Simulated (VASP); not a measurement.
# Ag (P1) in VASP: single point with PBEsol

Aim: the single point of Ag with PBEsol.

Program: VASP 6.6.1. These are calculated values, not measurements. Logs are shortened: lines on timing, memory, paths and dates and some standing lists are left out, and cuts for length are marked.

### 1 The cell of the first run

The typed cell holds 4 atoms: a = 2.876 Å, b = 2.875 Å, c = 9.324 Å, α = 90.03°, β = 89.99°, γ = 120.03°.

This isn't the form of Ag at room conditions, which is fcc.

### 2 Single point, PBEsol

The input, INCAR:

```
ALGO     = Fast           # electronic algorithm
EDIFF    = 1E-7           # SCF threshold, eV
ENCUT    = 520            # plane-wave cutoff, eV
GGA      = PS             # functional
ISIF     = 2              # what is computed and relaxed
ISMEAR   = 0              # smearing method
LASPH    = True           # aspherical terms in the spheres
LCHARG   = True           # write CHGCAR
LELF     = True           # ELF
LREAL    = False          # projectors in reciprocal space
LVHAR    = True         
LWAVE    = False          # write WAVECAR
NBANDS   = 30             # bands
NELM     = 60             # most SCF steps
PREC     = Accurate       # precision mode
SIGMA    = 0.15           # smearing width, eV
```

The input, KPOINTS:

```
k-points
0
Gamma
  12 12 4
```

The input, POSCAR:

```
Ag
1.0
    2.8756049881     -0.0006709435      0.0002708692
   -1.4384166695      2.4894986666     -0.0007330019
    0.0010850504     -0.0031625154      9.3238236307
Ag
4
Direct
    0.3329358634      0.6667057029      0.2500034836
    0.6670474891      0.3331503803      0.7500041225
   -0.0000212679      0.0000012901      0.0000005866
    0.0000379154      0.0001426267      0.4999918072
```

Potentials or basis: VASP PAW PBE potentials, release 64 (Ag).

Started as:

```console
$ cat potpaw_PBE.64/Ag/POTCAR > POTCAR
$ mpirun -np 1 vasp_std > vasp.out
```

OUTCAR:

```text
EDIFF = 1E-7
   ENCUT = 520
   GGA = PS
   ISIF = 2
   ISMEAR = 0
   LASPH = True
   LREAL = False
   NELM = 60
   PREC = Accurate

 ion  position               nearest neighbor table
   1  0.333  0.667  0.250-   3 2.86   4 2.86   4 2.86   4 2.86   3 2.86   3 2.86
   2  0.667  0.333  0.750-   4 2.86   3 2.86   3 2.86   4 2.86   3 2.86   4 2.86
   3  1.000  0.000  0.000-   1 2.86   2 2.86   2 2.86   1 2.86   2 2.86   1 2.86
   4  0.000  0.000  0.500-   2 2.86   1 2.86   1 2.86   1 2.86   2 2.86   2 2.86

  LATTYP: Found a triclinic cell.
 ALAT       =     2.8751776751
 B/A-ratio  =     0.9995842219
 C/A-ratio  =     3.2428688880
 COS(alpha) =     0.0003963344
 COS(beta)  =     0.0006068496
 COS(gamma) =     0.4996433850

  Lattice vectors:

 A1 = (  -1.4384166695,   2.4894986666,  -0.0007330019)
 A2 = (   1.4371883186,   2.4888277231,  -0.0004621327)
 A3 = (  -0.0010850504,   0.0031625154,  -9.3238236307)

Analysis of symmetry for initial positions (statically):
=====================================================================
 Subroutine PRICEL returns:
 Original cell was already a primitive cell.

 Routine SETGRP: Setting up the symmetry group for a
 triclinic supercell.

 Subroutine GETGRP returns: Found  1 space group operations
 (whereof  1 operations were pure point group operations)
 out of a pool of  2 trial point group operations.

The static configuration has the point symmetry C_1 .

Analysis of symmetry for dynamics (positions and initial velocities):
=====================================================================
 Subroutine PRICEL returns:
 Original cell was already a primitive cell.

 Routine SETGRP: Setting up the symmetry group for a
 triclinic supercell.

 Subroutine GETGRP returns: Found  1 space group operations
 (whereof  1 operations were pure point group operations)
 out of a pool of  2 trial point group operations.

The dynamic configuration has the point symmetry C_1 .

 Subroutine INISYM returns: Found  1 space group operations
 (whereof  1 operations are pure point group operations),
 and found     1 'primitive' translations

----------------------------------------------------------------------------------------

                                     Primitive cell

  volume of cell :      66.7385

  direct lattice vectors                    reciprocal lattice vectors
     2.875604988 -0.000670943  0.000270869     0.347799794  0.200956541  0.000027687
    -1.438416670  2.489498667 -0.000733002     0.000093723  0.401741493  0.000136254
     0.001085050 -0.003162515  9.323823631    -0.000010097  0.000025745  0.107252146

  length of vectors
     2.875605079  2.875177675  9.323824230     0.401681751  0.401741527  0.107252149

  position of ions in fractional coordinates (direct lattice)
     0.332935863  0.666705703  0.250003484
     0.667047489  0.333150380  0.750004123
     0.999978732  0.000001290  0.000000587
     0.000037915  0.000142627  0.499991807

  ion indices of the primitive-cell ions
   primitive index   ion index
                 1           1
                 2           2
                 3           3
                 4           4

----------------------------------------------------------------------------------------

 KPOINTS: k-points

Automatic generation of k-mesh.
 Grid dimensions read from file:
 generate k-points for:   12   12    4

 Generating k-lattice:

  Cartesian coordinates                     Fractional coordinates (reciprocal lattice)
     0.028983316  0.016746378  0.000002307     0.083333333 -0.000000000  0.000000000
     0.000007810  0.033478458  0.000011355    -0.000000000  0.083333333 -0.000000000
    -0.000002524  0.000006436  0.026813036     0.000000000  0.000000000  0.250000000

  Length of vectors
     0.033473479  0.033478461  0.026813037

  Shift w.r.t. Gamma in fractional coordinates (k-lattice)
     0.000000000  0.000000000  0.000000000

 Subroutine IBZKPT returns following result:
 ===========================================

 Found    292 irreducible k-points:

 Following reciprocal coordinates:
            Coordinates               Weight
  0.000000  0.000000  0.000000      1.000000
  0.083333  0.000000  0.000000      2.000000
  0.166667  0.000000  0.000000      2.000000
  0.250000  0.000000  0.000000      2.000000
  0.333333  0.000000  0.000000      2.000000
  0.416667  0.000000  0.000000      2.000000
[... 16 lines left out ...]
  0.250000  0.166667  0.000000      2.000000
  0.333333  0.166667  0.000000      2.000000
 [... further k-points ...]
   k-points           NKPTS =    292   k-points in BZ     NKDIM =    292   number of bands    NBANDS=     30
   number of dos      NEDOS =    301   number of ions     NIONS =      4
   total plane-waves  NPLWV =  40320
   dimension x,y,z NGX =    24 NGY =   24 NGZ =   70
   dimension x,y,z NGXF=    48 NGYF=   48 NGZF=  140
   ions per type =               4
   NGX,Y,Z   is equivalent  to a cutoff of  13.88, 13.88, 12.48 a.u.
   NGXF,Y,Z  is equivalent  to a cutoff of  27.75, 27.75, 24.96 a.u.
 SYSTEM =  unknown system
   PREC   = accura    normal or accurate (medium, high low for compatibility)
   ISTART =      0    job   : 0-new  1-cont  2-samecut
   ICHARG =      2    charge: 1-file 2-atom 10-const
   ISPIN  =      1    spin polarized calculation?
   LNONCOLLINEAR =      F non collinear calculations
   LSORBIT =      F    spin-orbit coupling
   LASPH  =      T    aspherical Exc in radial PAW
   ENCUT  =  520.0 eV  38.22 Ry    6.18 a.u.   5.35  5.35 17.34*2*pi/ulx,y,z
   NELM   =     60;   NELMIN=  2; NELMDL= -5     # of ELM steps
   EDIFF  = 0.1E-06   stopping-criterion for ELM
   LREAL  =      F    real-space projection
   EDIFFG = 0.1E-05   stopping-criterion for IOM
   NSW    =      0    number of steps for IOM
   IBRION =     -1    ionic relax: 0-MD 1-quasi-New 2-CG
   NFREE  =      0    steps in history (QN), initial steepest desc. (CG)
   ISIF   =      2    stress and relaxation
   ISYM   =      2    0-nonsym 1-usesym 2-fastsym
   POTIM  = 0.5000    time-step for ionic-motion
   TEBEG  =    0.0;   TEEND  =   0.0 temperature during run
   PSTRESS=    0.0 pullay stress
   NELECT =      44.0000    total number of electrons
   NUPDOWN=      -1.0000    fix difference up-down
   EMIN   =  10.00;   EMAX   =-10.00  energy-range for DOS
   EFERMI =   0.00;   METHOD = LEGACY
   ISMEAR =     0;   SIGMA  =   0.15  broadening in eV -4-tet -1-fermi 0-gaus
   EFERMI_NEDOS =   21; number of points for ismear=-14 and -15
   IALGO  =     68    algorithm
   IMIX   =      4    mixing-type and parameters
     AMIX     =   0.40;   BMIX     =  1.00
     AMIX_MAG =   1.60;   BMIX_MAG =  1.00
  volume/ion in A,a.u.               =      16.68       112.59
  Fermi-wavevector in a.u.,A,eV,Ry     =   1.424843  2.692562 27.622224  2.030176
  Thomas-Fermi vector in A             =   2.545290
   LORBIT       =      0    0 simple, 1 ext, 2 COOP (PROOUT), +10 PAW based schemes
   GGA     = PS    functional components
   LHFCALC =     F    Hartree Fock is set to
   AEXX    =    0.0000 exact exchange contribution
   IVDW    =     0    specifies the selected vdW correction
   LEPSILON=     F    determine dielectric tensor
   LRPA    =     F    only Hartree local field effects (RPA)
 non-spin polarized calculation
 RMM-DIIS sequential band-by-band and
 Gauss-broadening in eV      SIGMA  =   0.15
  energy-cutoff  :      520.00
  volume of cell :       66.74
 maximum number of plane-waves:      1820
 NGX is ok and might be reduce to    24
   NGX = 11   NGY = 11   NGZ = 35

 number of electron      43.9999986 magnetization

 Free energy of the ion-electron system (eV)
  ---------------------------------------------------
  ext. energy  EPLUGINS =         0.00000000
  ---------------------------------------------------
  free energy    TOTEN  =       -13.22598703 eV

  energy without entropy =      -13.21457252  energy(sigma->0) =      -13.22027978

 E-fermi :   8.4382     XC(G=0): -12.5411

 val. band max:        8.4368303794   @ k =   0.0833   0.5000   0.5000
 cond. band min:       8.4391467310   @ k =   0.0833   0.4167   0.5000
 fundamental gap:      0.0023163516
 Fermi energy:         8.4381513896

 k-point     1 :       0.0000    0.0000    0.0000
  band No.  band energies     occupation
      1       0.5439      2.00000
      2       1.9914      2.00000
      3       1.9990      2.00000
      4       2.0121      2.00000
      5       3.6650      2.00000
      6       3.6666      2.00000
[... 22 lines left out ...]
     29      24.2090      0.00000
     30      25.1174      0.00000

 k-point     2 :       0.0833    0.0000    0.0000
  band No.  band energies     occupation
      1       0.7382      2.00000
      2       2.1291      2.00000
      3       2.1605      2.00000
      4       2.1661      2.00000
      5       3.5250      2.00000
      6       3.6042      2.00000
[... 22 lines left out ...]
     29      24.0870      0.00000
     30      24.4154      0.00000

 k-point     3 :       0.1667    0.0000    0.0000
  band No.  band energies     occupation
      1       1.2793      2.00000
      2       2.3876      2.00000
      3       2.5514      2.00000
      4       2.5726      2.00000
      5       3.1793      2.00000
      6       3.3433      2.00000
[... 22 lines left out ...]
     29      22.5098      0.00000
     30      22.5356      0.00000

 k-point     4 :       0.2500    0.0000    0.0000
  band No.  band energies     occupation
      1       1.9554      2.00000
      2       2.4606      2.00000
      3       2.5964      2.00000
      4       2.7557      2.00000
      5       3.0488      2.00000
      6       3.0710      2.00000
[... 616 lines left out ...]
     29      20.0502      0.00000
     30      20.2429      0.00000

 k-point    23 :       0.2500    0.1667    0.0000
  band No.  band energies     occupation
      1       2.4738      2.00000
      2       2.5227      2.00000
      3       2.6902      2.00000
      4       2.9303      2.00000
      5       2.9623      2.00000
      6       3.1398      2.00000
[... 22 lines left out ...]
     29      17.4976      0.00000
     30      19.2817      0.00000

 k-point    24 :       0.3333    0.1667    0.0000
  band No.  band energies     occupation
      1       2.3153      2.00000
      2       2.3539      2.00000
      3       2.5237      2.00000
      4       2.9346      2.00000
      5       3.0031      2.00000
      6       3.0644      2.00000
[... 22 lines left out ...]
     29      16.3399      0.00000
     30      18.6412      0.00000

 [... further k-points ...]

------------------------ aborting loop because EDIFF is reached ----------------------------------------

  FORCE on cell =-STRESS in cart. coord.  units (eV):
  Direction    XX          YY          ZZ          XY          YZ          ZX
  --------------------------------------------------------------------------------------
  -------------------------------------------------------------------------------------
  Total       -0.0944282     -0.0806148     -0.0702099      0.0041262      0.0081652     -0.0030563
  in kB       -2.2669172     -1.9353010     -1.6855131      0.0990575      0.1960210     -0.0733715
  external PRESSURE =      -1.9625771 kB  Pullay stress =       0.0000000 kB

 VOLUME and BASIS-vectors are now :
 -----------------------------------------------------------------------------
  energy-cutoff  :      520.00
  volume of cell :       66.74
      direct lattice vectors                 reciprocal lattice vectors
     2.875604988 -0.000670943  0.000270869     0.347799794  0.200956541  0.000027687
    -1.438416670  2.489498667 -0.000733002     0.000093723  0.401741493  0.000136254
     0.001085050 -0.003162515  9.323823631    -0.000010097  0.000025745  0.107252146

 POSITION                                       TOTAL-FORCE (eV/Angst)
 -----------------------------------------------------------------------------------
     -0.00134      1.65875      2.33059         0.000589      0.000774     -0.000432
      1.43977      0.82656      6.99284        -0.000959      0.000053     -0.000470
      2.87554     -0.00067      0.00028         0.000163     -0.000191      0.000177
      0.00045     -0.00123      4.66184         0.000208     -0.000636      0.000725
 -----------------------------------------------------------------------------------
    total drift:                                0.000000     -0.000000      0.000000

  FREE ENERGIE OF THE ION-ELECTRON SYSTEM (eV)
  ---------------------------------------------------
  free  energy   TOTEN  =       -13.2259870321 eV

  energy  without entropy=      -13.2145725234  energy(sigma->0) =      -13.22027978
```

Wall time 3.6 min (1 thread of Intel Xeon 6975P-C (Granite Rapids), shared host); peak memory 0.51 GiB.

Results:

```yaml
Free_energy: -13.2260 eV
Pressure: -0.2 GPa
Band_gap_on_the_k_mesh: zero (bands 22 and 23 overlap by 6.49 eV)
```

Caveat: the PAW data sets were made with another functional, which shifts forces and pressure a little.
